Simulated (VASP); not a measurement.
Set up this calculation in VASP 6.6.1, as the native input.

| Item | Value |
| --- | --- |
| Task | relaxation of the atoms |
| Functional | PBEsol |
| Potentials or basis | VASP PAW PBE potentials, release 64 (Pt, H) |
| Cutoff | 520 eV |
| k mesh | 12 × 12 × 1 |
| Occupations | gaussian, width 0.1 eV |
| Spin | no spin polarisation |
| Dipole correction | yes |
| Atoms held fixed (from 0) | [0, 1] |
| Further INCAR settings | ALGO = Normal; EDIFF = 1e-07; IBRION = 2; EDIFFG = -0.03; NSW = 90 |

The structure of HPt4 lies in POSCAR:

```
HPt4
1.0
    2.7704872837      0.0000000000      0.0000000000
   -1.3852436419      2.3993123686      0.0000000000
    0.0000000000      0.0000000000     25.7862801841
Pt H
4 1
Selective dynamics
Direct
    0.6666666667      0.3333333333      0.3296326550  F F F
    0.3333333333      0.6666666667      0.4173573434  F F F
    0.0000000000      0.0000000000      0.5040837654  T T T
    0.6666666667      0.3333333333      0.5920075958  T T T
    0.6666666667      0.3333333333      0.6571585206  T T T
```

The input as run:

INCAR

```
SYSTEM = HPt4
PREC = Accurate
ENCUT = 520
EDIFF = 1E-7
ISMEAR = 0
SIGMA = 0.1
LREAL = .FALSE.
LASPH = .TRUE.
NELM = 80
ALGO = Normal
ISIF = 2
LWAVE = .FALSE.
LCHARG = .FALSE.
LDIPOL = .TRUE.
IDIPOL = 3
DIPOL = 0.5 0.5 0.500
GGA = PS
IBRION = 2
NSW = 90
EDIFFG = -0.03
```

KPOINTS

```
regular mesh
0
G
  12 12 1
  0 0 0
```

Potentials or basis: VASP PAW PBE potentials, release 64 (Pt, H).

Command:

```console
$ cat potpaw_PBE.64/Pt/POTCAR potpaw_PBE.64/H/POTCAR > POTCAR
$ mpirun -np 1 vasp_std > vasp.out
```

Results of the run:

- Energy gained by relaxing: 24.5 meV/atom
- Ionic steps: 10

Caveat: the highest band is partly filled, so the run has too few bands.

Wall time 13 min on 1 thread of AMD EPYC 7R43 64-Core Processor (Zen 3), with other jobs on the host, peak memory 0.32 GiB.
